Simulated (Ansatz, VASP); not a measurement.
**BP: VASP beside Ansatz**

```xyz
2
Lattice="0.0000 2.2600 2.2600 2.2600 0.0000 2.2600 2.2600 2.2600 0.0000" Properties=species:S:1:pos:R:3 pbc="T T T"
B     0.0000    0.0000    0.0000
P     1.1300    1.1300    1.1300
```

Alike in both runs: task single point; functional LDA; k mesh 8 × 8 × 8; occupations gaussian, width 0.1 eV; no spin polarisation.

|  | VASP | Ansatz |
| --- | --- | --- |
| version | VASP 6.6.1 | Ansatz 0.2.0 |
| potentials or method | VASP PAW LDA potentials, release 64 (B, P), cutoff 500 eV | scalar-relativistic, plane waves, PAW |
| valence electrons in the cell | 8 | 8 |

```tsv
	VASP	Ansatz	Ansatz less VASP
gap on the k mesh at the Fermi level (eV)	1.20	1.20	-0.001
least direct gap on the mesh (eV)	3.40	3.39	-0.003
pressure (GPa)	-3.4	-3.3	+0.11
```

Ansatz warns that its potentials were made for another functional, while VASP's fit it. LDA's correlation is that of Perdew and Zunger in VASP and of Perdew and Wang (1992) in Ansatz.
